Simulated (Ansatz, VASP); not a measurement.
## P in VASP and in Ansatz

Contents of INCAR:

```
SYSTEM = P
PREC     = Accurate       ! precision mode
ENCUT    = 520            ! plane-wave cutoff, eV
EDIFF    = 1E-6           ! SCF threshold, eV
ISMEAR   = -1             ! smearing method
SIGMA    = 0.08           ! smearing width, eV
LREAL    = .False.        ! projectors in reciprocal space
LASPH    = .True.         ! aspherical terms in the spheres
NELM     = 60             ! most SCF steps
ALGO     = Normal         ! electronic algorithm
ISIF     = 2              ! what is computed and relaxed
LWAVE    = .False.        ! write WAVECAR
LCHARG   = .False.        ! write CHGCAR
GGA      = PS             ! functional
NBANDS   = 12             ! bands
```

KPOINTS

```
regular mesh
0
Gamma
  12 12 12
  0 0 0
```

POSCAR

```
P
1.0
    0.0000000000      2.4583073350      2.4583073350
    2.4583073350      0.0000000000      2.4583073350
    2.4583073350      2.4583073350      0.0000000000
P
2
Direct
   -0.1250000000     -0.1250000000     -0.1250000000
    0.1250000000      0.1250000000      0.1250000000
```

Input for Ansatz:

```yaml
crystal:
  lattice:
    - [0.0, 2.458307335, 2.458307335]
    - [2.458307335, 0.0, 2.458307335]
    - [2.458307335, 2.458307335, 0.0]
  atoms:
    - { symbol: P, position: [-0.125, -0.125, -0.125] }
    - { symbol: P, position: [0.125, 0.125, 0.125] }
kpoints:
  mp_grid: { grid: [12, 12, 12] }
scf:
  occupations: { method: fermi_dirac, width: 0.08 }
hamiltonian:
  xc: pbesol
  pseudopotentials: { kind: paw }
output:
  forces: true
  stress: true
  eigenvalues: true
  populations: true
  write_density: true
  write_potential: true
  elf: true
  volumetric_format: npy
```

Change from the starting cell: volume scaled by 0.76, PAW files.

Alike in both runs: task single point; functional PBEsol; k mesh 12 × 12 × 12; occupations fermi-dirac, width 0.08 eV; no spin polarisation.

```csv
,VASP,Ansatz
version,VASP 6.6.1,Ansatz 0.2.0
potentials or method,"VASP PAW PBE potentials, release 64 (P)","PAW with Ansatz's default frozen-core files, scalar-relativistic"
plane-wave cutoff (eV),520,420
valence electrons in the cell,10,10
```

VASP gave:

- pressure (GPa): 23.2

**Question.** Estimate Ansatz's values.

**Answer.** Pressure (GPa): 23.1.

VASP's potentials were made for PBE, not for PBEsol.
